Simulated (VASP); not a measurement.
Crystal: Ni2Cl.

```
Ni Cl
1.0
     0.00000    3.67823    3.67823
     3.67823    0.00000    3.67823
     3.67823    3.67823    0.00000
Ni Cl
4 2
Direct
  0.12500 0.12500 0.12500
  0.62500 0.12500 0.12500
  0.12500 0.12500 0.62500
  0.12500 0.62500 0.12500
  0.50000 0.50000 0.50000
  0.75000 0.75000 0.75000
```

The cell was generated, and may not be a known phase.

```yaml
Program: VASP 6.6.1
Task: relaxation of cell and atoms
Functional: PBE
Potentials_or_basis: VASP PAW PBE potentials, release 64 (Ni, Cl)
Cutoff: 600 eV
k_mesh: 4 × 4 × 4
Occupations: gaussian, width 0.1 eV
Spin: collinear spin, ferromagnetic start
Starting_moments: "[2.0, 2.0, 2.0, 2.0, 0.0, 0.0] μB"
```

At the start: pressure -7.9 GPa; volume 16.59 Å³/atom.

Problem. How do energy, volume and symmetry change on relaxing?

Solution. Over 3 steps the energy falls by 58.1 meV/atom and the volume is 14.56 Å³/atom (-12.2 %); space group Fd-3m (No. 227, to 0.1 Å) before and after; moment 3.11 μB per cell.

Step by step:
```
step  energy change (eV)  largest force (eV/Å)  pressure (GPa)  volume (Å³)
   1              0.0000                0.0000           -7.93        99.53
   2             -0.3460                0.0000           -0.82        88.17
   3             -0.3486                0.0000           -0.18        87.34
```

Final structure:
```cif
data_structure
_symmetry_space_group_name_H-M 'P 1'
_symmetry_Int_Tables_number 1
_cell_length_a 4.9801
_cell_length_b 4.9801
_cell_length_c 4.9801
_cell_angle_alpha 60.000
_cell_angle_beta 60.000
_cell_angle_gamma 60.000
_cell_volume 87.34
loop_
_atom_site_label
_atom_site_type_symbol
_atom_site_fract_x
_atom_site_fract_y
_atom_site_fract_z
_atom_site_occupancy
Ni1 Ni 0.12500 0.12500 0.12500 1
Ni2 Ni 0.62500 0.12500 0.12500 1
Ni3 Ni 0.12500 0.12500 0.62500 1
Ni4 Ni 0.12500 0.62500 0.12500 1
Cl1 Cl 0.50000 0.50000 0.50000 1
Cl2 Cl 0.75000 0.75000 0.75000 1
```

Caveat: the k points lie up to 0.39 Å⁻¹ apart in the final cell.
